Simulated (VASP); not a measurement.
Wanted: the native input for a VASP 6.6.1 run.

- Task: single point
- Functional: LDA
- Potentials or basis: VASP PAW LDA potentials, release 64 (Cr_pv)
- Cutoff: 520 eV
- k mesh: 22 × 22 × 22
- Occupations: fermi-dirac, width 0.1 eV
- Spin: no spin polarisation
- Dipole correction: no
- Further INCAR settings: ALGO = Normal; EDIFF = 1e-07; NBANDS = 12

The structure of Cr lies in POSCAR:

```
Cr
1.0
    2.2822183303      0.0000000000      0.0000000000
    0.0000000000      2.2822183303      0.0000000000
    0.0000000000      0.0000000000      2.2822183303
Cr
1
Direct
    0.0000000000      0.0000000000      0.0000000000
```

The input as run:

INCAR

```
PREC = Accurate
ENCUT = 520
EDIFF = 1E-7
ISMEAR = -1
SIGMA = 0.1
LREAL = False
LASPH = True
NELM = 60
ALGO = Normal
ISIF = 2
LWAVE = False
LCHARG = False
GGA = CA
NBANDS = 12
```

KPOINTS

```
regular mesh
0
Gamma
  22 22 22
```

Potentials or basis: VASP PAW LDA potentials, release 64 (Cr_pv).

Launch:

```sh
$ cat potpaw_LDA.64/Cr_pv/POTCAR > POTCAR
$ mpirun -np 1 vasp_std > vasp.out
```

Results of the run:

```
Pressure               : 0.7 GPa
Band gap on the k mesh : zero (band 6 reaches 11.59 eV, above the bottom of band 7 at 9.68 eV)
```

Caveat: the run has no spin polarisation, though such a crystal can be magnetic.

Run time: 49 s on 1 thread of Intel Xeon 8259CL, with other jobs on the host, peak memory 0.16 GiB.
